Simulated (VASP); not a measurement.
Here is a VASP 6.6.1 calculation.

The input INCAR:

```
SYSTEM = HfO2
PREC = Accurate
ENCUT = 520
EDIFF = 1E-7
ISMEAR = 0
SIGMA = 0.05
LREAL = .False.
LASPH = .True.
NELM = 100
ALGO = Normal
ISIF = 2
LWAVE = .False.
LCHARG = .False.
GGA = PE
NBANDS = 31
```

KPOINTS

```
regular mesh
0
Gamma
  6 6 6
  0 0 0
```

File POSCAR:

```
HfO2
1.0
    0.0000000000     -2.5489194559     -2.5489194559
    0.0000000000      2.5489194559     -2.5489194559
    5.0978389119      0.0000000000      0.0000000000
Hf O
2 4
Direct
    0.5051394327      0.4948605673      0.5000000000
   -0.0051394327      0.0051394327      0.0000000000
    0.0000374893      0.5000374893      0.7500000000
    0.4999625107     -0.0000374893      0.2500000000
    0.0000374893      0.5000374893      0.2500000000
    0.4999625107     -0.0000374893      0.7500000000
```

Potentials or basis: VASP PAW PBE potentials, release 64 (Hf_pv, O).

Run with:

```console
$ cat potpaw_PBE.64/Hf_pv/POTCAR potpaw_PBE.64/O/POTCAR > POTCAR
$ mpirun -np 1 vasp_std > vasp.out
```

Problem. What does it give for the largest force?

Solution. 0.128 eV/Å.

Problem. Predict the pressure.

Solution. -3.6 GPa.

Problem. Predict the band gap on the k mesh.

Solution. 3.76 eV.

Forces in eV/Å, atoms in the order of the input:
```
Hf   0.000  0.128  0.000
Hf   0.000 -0.128  0.000
O    0.000  0.000  0.012
O    0.000  0.000 -0.012
O    0.000  0.000  0.012
O    0.000  0.000 -0.012
```

Caveat: the cell differs from its parent crystal (atoms displaced along a vibrational mode); the cell stands under tension; spin-orbit coupling is left out, which moves the levels of the heavy elements. A k mesh can miss the band edges.
